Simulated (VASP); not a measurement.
# Nb (Im-3m) in VASP: settings compared

The runs below take Nb through single point, relaxation of cell and atoms, with LDA, PBEsol-based screened hybrid with 25 % exact exchange.

Everything below comes from runs of VASP 6.6.1. Logs are shortened: lines on timing, memory, paths and dates and some standing lists are left out, and cuts for length are marked.

## 1. The cell of the first run

The structure is cubic, space group Im-3m (No. 229). The conventional cell has a = 3.328 Å, b = 3.328 Å, c = 3.328 Å, α = 90.00°, β = 90.00°, γ = 90.00°. Within 3.8 Å of Nb (site symmetry m-3m) lie 14 Nb at 2.88 to 3.33 Å.

## 2. Single point, LDA, non-collinear spin, zero start, spin-orbit coupling

The input, INCAR:

```
SYSTEM = Nb
ALGO = Normal
EDIFF = 1E-6
ENCUT = 500
GGA = CA
GGA_COMPAT = .False.
ISIF = 2
ISMEAR = -1
LASPH = .True.
LCHARG = .False.
LMAXMIX = 4
LORBIT = 11
LORBMOM = .True.
LREAL = .False.
LSORBIT = .True.
LWAVE = .False.
MAGMOM = 0 0 0
NBANDS = 24
NELM = 200
PREC = Accurate
SIGMA = 0.05
```

The input, KPOINTS:

```
k-points
0
Gamma
  8 8 8
  0 0 0
```

The input, POSCAR:

```
Nb
1.0
   -1.6639500000      1.6639500000      1.6639500000
    1.6639500000     -1.6639500000      1.6639500000
    1.6639500000      1.6639500000     -1.6639500000
Nb
1
Direct
    0.0000000000      0.0000000000      0.0000000000
```

Potentials or basis: VASP PAW LDA potentials, release 64 (Nb_sv).

Launch:

```bash
> cat potpaw_LDA.64/Nb_sv/POTCAR > POTCAR
> mpirun -np 1 vasp_ncl > vasp.out
```

OUTCAR:

```text
SYSTEM = Nb
   EDIFF = 1E-6
   ENCUT = 500
   GGA = CA
   ISIF = 2
   ISMEAR = -1
   LASPH = .True.
   LORBIT = 11
   LREAL = .False.
   LSORBIT = .True.
   NELM = 200
   PREC = Accurate

 ion  position               nearest neighbor table
   1  0.000  0.000  0.000-

  LATTYP: Found a body centered cubic cell.
 ALAT       =     3.3279000000

  Lattice vectors:

 A1 = (  -1.6639500000,   1.6639500000,   1.6639500000)
 A2 = (   1.6639500000,  -1.6639500000,   1.6639500000)
 A3 = (   1.6639500000,   1.6639500000,  -1.6639500000)

Analysis of symmetry for initial positions (statically):
=====================================================================
 Subroutine PRICEL returns:
 Original cell was already a primitive cell.

 Routine SETGRP: Setting up the symmetry group for a
 body centered cubic supercell.

 Subroutine GETGRP returns: Found 48 space group operations
 (whereof 48 operations were pure point group operations)
 out of a pool of 48 trial point group operations.

The static configuration has the point symmetry O_h .

Analysis of symmetry for dynamics (positions and initial velocities):
=====================================================================
 Subroutine PRICEL returns:
 Original cell was already a primitive cell.

 Routine SETGRP: Setting up the symmetry group for a
 body centered cubic supercell.

 Subroutine GETGRP returns: Found 48 space group operations
 (whereof 48 operations were pure point group operations)
 out of a pool of 48 trial point group operations.

The dynamic configuration has the point symmetry O_h .

Analysis of structural, dynamic, and magnetic symmetry:
=====================================================================
 Subroutine PRICEL returns:
 Original cell was already a primitive cell.

 Routine SETGRP: Setting up the symmetry group for a
 body centered cubic supercell.

 Subroutine GETGRP returns: Found 48 space group operations
 (whereof 48 operations were pure point group operations)
 out of a pool of 48 trial point group operations.

The overall configuration has the point symmetry O_h .

 Subroutine INISYM returns: Found 48 space group operations
 (whereof 48 operations are pure point group operations),
 and found     1 'primitive' translations

----------------------------------------------------------------------------------------

                                     Primitive cell

  volume of cell :      18.4281

  direct lattice vectors                    reciprocal lattice vectors
    -1.663950000  1.663950000  1.663950000     0.000000000  0.300489798  0.300489798
     1.663950000 -1.663950000  1.663950000     0.300489798  0.000000000  0.300489798
     1.663950000  1.663950000 -1.663950000     0.300489798  0.300489798  0.000000000

  length of vectors
     2.882045941  2.882045941  2.882045941     0.424956748  0.424956748  0.424956748

  position of ions in fractional coordinates (direct lattice)
     0.000000000  0.000000000  0.000000000

  ion indices of the primitive-cell ions
   primitive index   ion index
                 1           1

----------------------------------------------------------------------------------------

 KPOINTS: k-points

Automatic generation of k-mesh.
 Grid dimensions read from file:
 generate k-points for:    8    8    8

 Generating k-lattice:

  Cartesian coordinates                     Fractional coordinates (reciprocal lattice)
     0.000000000  0.037561225  0.037561225     0.125000000  0.000000000  0.000000000
     0.037561225  0.000000000  0.037561225     0.000000000  0.125000000  0.000000000
     0.037561225  0.037561225  0.000000000     0.000000000  0.000000000  0.125000000

  Length of vectors
     0.053119594  0.053119594  0.053119594

  Shift w.r.t. Gamma in fractional coordinates (k-lattice)
     0.000000000  0.000000000  0.000000000

 Subroutine IBZKPT returns following result:
 ===========================================

[... 46 lines left out ...]
   NELM   =    200;   NELMIN=  2; NELMDL= -5     # of ELM steps
   EDIFF  = 0.1E-05   stopping-criterion for ELM
   LREAL  =      F    real-space projection
   EDIFFG = 0.1E-04   stopping-criterion for IOM
   NSW    =      0    number of steps for IOM
   IBRION =     -1    ionic relax: 0-MD 1-quasi-New 2-CG
   NFREE  =      0    steps in history (QN), initial steepest desc. (CG)
   ISIF   =      2    stress and relaxation
   ISYM   =      2    0-nonsym 1-usesym 2-fastsym
   POTIM  = 0.5000    time-step for ionic-motion
   TEBEG  =    0.0;   TEEND  =   0.0 temperature during run
   PSTRESS=    0.0 pullay stress
   NELECT =      13.0000    total number of electrons
   NUPDOWN=      -1.0000    fix difference up-down
   EMIN   =  10.00;   EMAX   =-10.00  energy-range for DOS
   EFERMI =   0.00;   METHOD = LEGACY
   ISMEAR =    -1;   SIGMA  =   0.05  broadening in eV -4-tet -1-fermi 0-gaus
   EFERMI_NEDOS =   21; number of points for ismear=-14 and -15
   IALGO  =     38    algorithm
   IMIX   =      4    mixing-type and parameters
     AMIX     =   0.40;   BMIX     =  1.00
     AMIX_MAG =   1.60;   BMIX_MAG =  1.00
  volume/ion in A,a.u.               =      18.43       124.36
  Fermi-wavevector in a.u.,A,eV,Ry     =   1.457345  2.753983 28.896790  2.123854
  Thomas-Fermi vector in A             =   2.574157
   LORBIT       =     11    0 simple, 1 ext, 2 COOP (PROOUT), +10 PAW based schemes
   GGA     = CA    functional components
   LHFCALC =     F    Hartree Fock is set to
   AEXX    =    0.0000 exact exchange contribution
   IVDW    =     0    specifies the selected vdW correction
   LEPSILON=     F    determine dielectric tensor
   LRPA    =     F    only Hartree local field effects (RPA)
  energy-cutoff  :      500.00
  volume of cell :       18.43
 maximum number of plane-waves:       968
 NGX is ok and might be reduce to    24
   NGX = 11   NGY = 11   NGZ = 11

 number of electron      13.0000000 magnetization       0.0000000      0.0000000      0.0000000

 number of electron      12.9999999 magnetization       0.0000000     -0.0000000     -0.0000000

 number of electron      12.9999999 magnetization      -0.0000000      0.0000000      0.0000000

 Free energy of the ion-electron system (eV)
  ---------------------------------------------------
  ext. energy  EPLUGINS =         0.00000000
  ---------------------------------------------------
  free energy    TOTEN  =       -11.32622069 eV

  energy without entropy =      -11.31441501  energy(sigma->0) =      -11.32031785

 E-fermi :  10.5420     XC(G=0): -12.6013

 val. band max:       10.4765699846   @ k =   0.3750   0.2500   0.0000
 cond. band min:      10.5564069478   @ k =   0.2500   0.0000   0.0000
 fundamental gap:      0.0798369631
 Fermi energy:        10.5419769033

 k-point     1 :       0.0000    0.0000    0.0000
  band No.  band energies     occupation
      1     -43.4479      1.00000
      2     -43.4479      1.00000
      3     -20.3984      1.00000
      4     -20.3984      1.00000
      5     -18.2358      1.00000
      6     -18.2358      1.00000
[... 637 lines left out ...]
     23      25.9663      0.00000
     24      25.9663      0.00000

 [... further k-points ...]

------------------------ aborting loop because EDIFF is reached ----------------------------------------

  FORCE on cell =-STRESS in cart. coord.  units (eV):
  Direction    XX          YY          ZZ          XY          YZ          ZX
  --------------------------------------------------------------------------------------
  -------------------------------------------------------------------------------------
  Total       -1.3804495     -1.3804495     -1.3804495      0.0000000      0.0000000      0.0000000
  in kB     -120.0190847   -120.0190847   -120.0190847      0.0000000      0.0000000      0.0000000
  external PRESSURE =    -120.0190847 kB  Pullay stress =       0.0000000 kB

 VOLUME and BASIS-vectors are now :
 -----------------------------------------------------------------------------
  energy-cutoff  :      500.00
  volume of cell :       18.43
      direct lattice vectors                 reciprocal lattice vectors
    -1.663950000  1.663950000  1.663950000     0.000000000  0.300489798  0.300489798
     1.663950000 -1.663950000  1.663950000     0.300489798  0.000000000  0.300489798
     1.663950000  1.663950000 -1.663950000     0.300489798  0.300489798  0.000000000

 POSITION                                       TOTAL-FORCE (eV/Angst)
 -----------------------------------------------------------------------------------
      0.00000      0.00000      0.00000        -0.000000     -0.000000      0.000000
 -----------------------------------------------------------------------------------
    total drift:                                0.000000      0.000000      0.000000

  FREE ENERGIE OF THE ION-ELECTRON SYSTEM (eV)
  ---------------------------------------------------
  free  energy   TOTEN  =       -11.3262206920 eV

  energy  without entropy=      -11.3144150088  energy(sigma->0) =      -11.32031785

 orbital moment (x)

 # of ion     p       d       tot
 ----------------------------------------
  1        -0.000  -0.000  -0.000
 ----------------------------------------
           -0.000  -0.000  -0.000

 orbital moment (y)

 # of ion     p       d       tot
 ----------------------------------------
  1         0.000  -0.000  -0.000
 ----------------------------------------
            0.000  -0.000  -0.000

 orbital moment (z)

 # of ion     p       d       tot
 ----------------------------------------
  1         0.000   0.000   0.000
 ----------------------------------------
            0.000   0.000   0.000

 Spin-Orbit-Coupling matrix elements

 Ion:    1  E_soc:     -0.1835231
 l=   1
     0.0000000    -0.0281484    -0.0281484
    -0.0281484     0.0000000    -0.0281484
    -0.0281484    -0.0281484     0.0000000
 l=   2
     0.0000000    -0.0006036     0.0000000    -0.0006036    -0.0018353
    -0.0006036     0.0000000    -0.0013764    -0.0006036    -0.0004588
     0.0000000    -0.0013764     0.0000000    -0.0013764     0.0000000
    -0.0006036    -0.0006036    -0.0013764     0.0000000    -0.0004588
    -0.0018353    -0.0004588     0.0000000    -0.0004588     0.0000000
 l=   3
     0.0000000     0.0000000     0.0000000     0.0000000     0.0000000     0.0000000     0.0000000
     0.0000000     0.0000000     0.0000000     0.0000000     0.0000000     0.0000000     0.0000000
     0.0000000     0.0000000     0.0000000     0.0000000     0.0000000     0.0000000     0.0000000
     0.0000000     0.0000000     0.0000000     0.0000000     0.0000000     0.0000000     0.0000000
     0.0000000     0.0000000     0.0000000     0.0000000     0.0000000     0.0000000     0.0000000
     0.0000000     0.0000000     0.0000000     0.0000000     0.0000000     0.0000000     0.0000000
     0.0000000     0.0000000     0.0000000     0.0000000     0.0000000     0.0000000     0.0000000

 total charge

# of ion       s       p       d       tot
------------------------------------------
    1        2.223   5.996   2.489  10.707

 magnetization (x)

# of ion       s       p       d       tot
------------------------------------------
    1        0.000  -0.000   0.000   0.000

 magnetization (y)

# of ion       s       p       d       tot
------------------------------------------
    1        0.000   0.000   0.000   0.000

 magnetization (z)

# of ion       s       p       d       tot
------------------------------------------
    1       -0.000  -0.000   0.000  -0.000
```

Run time: 28 s. Hardware: 1 thread of Intel Xeon 8259CL, shared host; peak memory 0.18 GiB.

What came out:

* Free energy: -11.3262 eV
* Pressure: -12.0 GPa
* Net moment: 0.00 μB per cell
* Valence electrons inside the program's atomic spheres: Nb 10.71

Moments on the atoms (μB; x, y, z):
```
Nb  0.00 0.00 0.00
```

Caveat: the cell stands under tension.

## 3. Relaxation of cell and atoms, PBEsol-based screened hybrid with 25 % exact exchange

POSCAR is that of step 2.

The input, INCAR.step1:

```
  PREC = Accurate
  ENCUT = 500
  EDIFF = 1E-5
  ISMEAR = -1
  SIGMA = 0.05
  LREAL = False
  LASPH = True
  NELM = 120
  ALGO = Normal
  LWAVE = True
  LCHARG = False
  GGA = PE
  NBANDS = 12
  GGA_COMPAT = False
  IBRION = 2
  ISIF = 3
  EDIFFG = -0.005
  NELMIN = 4
  NSW = 100
```

The input, INCAR.step2:

```
  PREC = Accurate
  ENCUT = 500
  EDIFF = 1E-7
  ISMEAR = -1
  SIGMA = 0.05
  LREAL = False
  LASPH = True
  NELM = 120
  ALGO = Normal
  ISIF = 3
  LWAVE = False
  LCHARG = False
  GGA = PS
  LHFCALC = True
  AEXX = 0.25
  HFSCREEN = 0.207
  PRECFOCK = Normal
  IBRION = 2
  NSW = 60
  EDIFFG = -0.01
  ISTART = 1
  GGA_COMPAT = False
  NELMIN = 4
```

The input, KPOINTS:

```
regular mesh
0
Gamma
  6 6 6
```

Potentials or basis: VASP PAW PBE potentials, release 64 (Nb_sv).

Launch:

```bash
> cat potpaw_PBE.64/Nb_sv/POTCAR > POTCAR
> cp INCAR.step1 INCAR
> mpirun -np 1 vasp_std > vasp.out
> cp INCAR.step2 INCAR
> mpirun -np 1 vasp_std > vasp.out
```

OUTCAR:

```text
PREC = Accurate
   ENCUT = 500
   EDIFF = 1E-7
   ISMEAR = -1
   LREAL = False
   LASPH = True
   NELM = 120
   ISIF = 3
   GGA = PS
   LHFCALC = True
   AEXX = 0.25
   HFSCREEN = 0.207
   PRECFOCK = Normal
   IBRION = 2
   NSW = 60
   EDIFFG = -0.01
   ISTART = 1
   NELMIN = 4

 ion  position               nearest neighbor table
   1  0.000  0.000  0.000-

  LATTYP: Found a body centered cubic cell.
 ALAT       =     3.3279000000

  Lattice vectors:

 A1 = (  -1.6639500000,   1.6639500000,   1.6639500000)
 A2 = (   1.6639500000,  -1.6639500000,   1.6639500000)
 A3 = (   1.6639500000,   1.6639500000,  -1.6639500000)

Analysis of symmetry for initial positions (statically):
=====================================================================
 Subroutine PRICEL returns:
 Original cell was already a primitive cell.

 Routine SETGRP: Setting up the symmetry group for a
 body centered cubic supercell.

 Subroutine GETGRP returns: Found 48 space group operations
 (whereof 48 operations were pure point group operations)
 out of a pool of 48 trial point group operations.

The static configuration has the point symmetry O_h .

Analysis of symmetry for dynamics (positions and initial velocities):
=====================================================================
 Subroutine PRICEL returns:
 Original cell was already a primitive cell.

 Routine SETGRP: Setting up the symmetry group for a
 body centered cubic supercell.

 Subroutine GETGRP returns: Found 48 space group operations
 (whereof 48 operations were pure point group operations)
 out of a pool of 48 trial point group operations.

The dynamic configuration has the point symmetry O_h .

[... 101 lines left out ...]
   EFERMI =   0.00;   METHOD = LEGACY
   ISMEAR =    -1;   SIGMA  =   0.05  broadening in eV -4-tet -1-fermi 0-gaus
   EFERMI_NEDOS =   21; number of points for ismear=-14 and -15
   IALGO  =     38    algorithm
   IMIX   =      1    mixing-type and parameters
     AMIX     =   0.40;   BMIX     =  1.00
     AMIX_MAG =   1.60;   BMIX_MAG =  1.00
  volume/ion in A,a.u.               =      18.43       124.36
  Fermi-wavevector in a.u.,A,eV,Ry     =   1.457345  2.753983 28.896790  2.123854
  Thomas-Fermi vector in A             =   2.574157
   LORBIT       =      0    0 simple, 1 ext, 2 COOP (PROOUT), +10 PAW based schemes
   GGA     = PS    functional components
   LHFCALC =     T    Hartree Fock is set to
   PRECFOCK=normal    Normal, Fast or Accurate (Low or Medium for compatibility)
   ENCUT4O =  -1.0   cutoff for four orbital integrals eV
   NKREDX  =     1    reduce k-point grid by
   NKREDY  =     1    reduce k-point grid by
   NKREDZ  =     1    reduce k-point grid by
   AEXX    =    0.2500 exact exchange contribution
   HFSCREEN=    0.2070 screening length (either q_TF or 0.3 A-1)
   HFSCREENC=   0.2070 screening length for correlation (either q_TF or 0.3 A-1)
   ENCUTFOCK=  -1.0 apply spherical cutoff to Coloumb kernel
   IVDW    =     0    specifies the selected vdW correction
   LEPSILON=     F    determine dielectric tensor
   LRPA    =     F    only Hartree local field effects (RPA)
 conjugate gradient relaxation of ions
 non-spin polarized calculation
  energy-cutoff  :      500.00
  volume of cell :       18.43
 maximum number of plane-waves:       476
 NGX is ok and might be reduce to    24
  NGX = 16; NGY = 16; NGZ = 16

--------------------------------------- Ionic step        1  -------------------------------------------

 number of electron      12.9999999 magnetization

 Free energy of the ion-electron system (eV)
  ---------------------------------------------------
  ext. energy  EPLUGINS =         0.00000000
  ---------------------------------------------------
  free energy    TOTEN  =       -12.26621593 eV

  energy without entropy =      -12.25911960  energy(sigma->0) =      -12.26266776

------------------------ aborting loop because EDIFF is reached ----------------------------------------

  FORCE on cell =-STRESS in cart. coord.  units (eV):
  Direction    XX          YY          ZZ          XY          YZ          ZX
  --------------------------------------------------------------------------------------
  -------------------------------------------------------------------------------------
  Total       -1.5234171     -1.5234171     -1.5234171     -0.0000000     -0.0000000      0.0000000
  in kB     -132.4489710   -132.4489710   -132.4489710     -0.0000000     -0.0000000      0.0000000
  external PRESSURE =    -132.4489710 kB  Pullay stress =       0.0000000 kB
[... 197 lines left out ...]
--------------------------------------- Ionic step        7  -------------------------------------------

 number of electron      13.0000000 magnetization

 Free energy of the ion-electron system (eV)
  ---------------------------------------------------
  ext. energy  EPLUGINS =         0.00000000
  ---------------------------------------------------
  free energy    TOTEN  =       -12.32861798 eV

  energy without entropy =      -12.32438236  energy(sigma->0) =      -12.32650017

 E-fermi :  11.9433     XC(G=0): -10.5299

 val. band max:       11.6716598190   @ k =   0.3333   0.1667   0.1667
 cond. band min:      12.0060549332   @ k =   0.1667   0.0000   0.0000
 fundamental gap:      0.3343951143
 Fermi energy:        11.9432827440

 k-point     1 :       0.0000    0.0000    0.0000
  band No.  band energies     occupation
      1     -46.2172      2.00000
      2     -19.8745      2.00000
      3     -19.8745      2.00000
      4     -19.8745      2.00000
      5       4.8089      2.00000
      6      12.4096      0.00018
      7      12.4096      0.00018
      8      12.4096      0.00018
      9      16.1464      0.00000
     10      16.1464      0.00000
[... 221 lines left out ...]
  FREE ENERGIE OF THE ION-ELECTRON SYSTEM (eV)
  ---------------------------------------------------
  free  energy   TOTEN  =       -12.3286179800 eV

  energy  without entropy=      -12.3243823570  energy(sigma->0) =      -12.32650017

 reached required accuracy - stopping structural energy minimisation
```

It took 68 min on 1 thread of Intel Xeon Platinum 8259CL at 2.50GHz (Skylake/Cascade Lake), shared host; peak memory 0.25 GiB.

Results:

```yaml
Free_energy: -12.3286 eV
Relaxed_volume: 17.01 Å³/atom
Relaxed_cell: a = 2.806 Å, b = 2.806 Å, c = 2.806 Å, α = 109.47°, β = 109.47°, γ = 109.47°
Space_group_after_relaxing_to_0.1_Å: Im-3m (No. 229)
Energy_gained_by_relaxing: 62.4 meV/atom
Ionic_steps: 7
Pressure_after_relaxing: 0.0 GPa
Band_gap_on_the_k_mesh: zero (an odd number of electrons rules out a gap without spin polarisation)
```

The path:
```tsv
step	energy change (eV)	largest force (eV/Å)	pressure (GPa)	volume (Å³)
1	0.0000	0.0000	-13.24	18.43
2	0.1776	0.0000	36.34	14.66
3	-0.0622	0.0000	-0.71	17.08
4	-0.0624	0.0000	-0.12	17.02
5	-0.0624	0.0000	0.21	16.99
6	-0.0624	0.0000	-0.30	17.04
7	-0.0624	0.0000	0.00	17.01
```

Final structure:
```
Nb
1.0
    -1.62017    1.62017    1.62017
     1.62017   -1.62017    1.62017
     1.62017    1.62017   -1.62017
Nb
1
Cartesian
  0.0000 0.0000 0.0000
```

Levels at points of the mesh, in eV from the Fermi level:
```csv
k point,band 4,band 5,band 6,band 7,band 8,band 9
"(0.00, 0.00, 0.00)",-31.82,-7.13,0.47,0.47,0.47,4.20
"(0.50, 0.00, 0.00)",-31.83,-4.76,-2.35,2.55,4.22,5.01
"(0.50, 0.50, 0.50)",-33.05,-4.80,-4.80,6.77,6.77,6.77
```

Caveat: the k points lie up to 0.46 Å⁻¹ apart in the final cell, too coarse for converged energies and pressures of a metal; the PAW data sets were made with another functional, which shifts forces and pressure a little.

The gap in the log of VASP goes by the Fermi energy; the results here count the filled bands.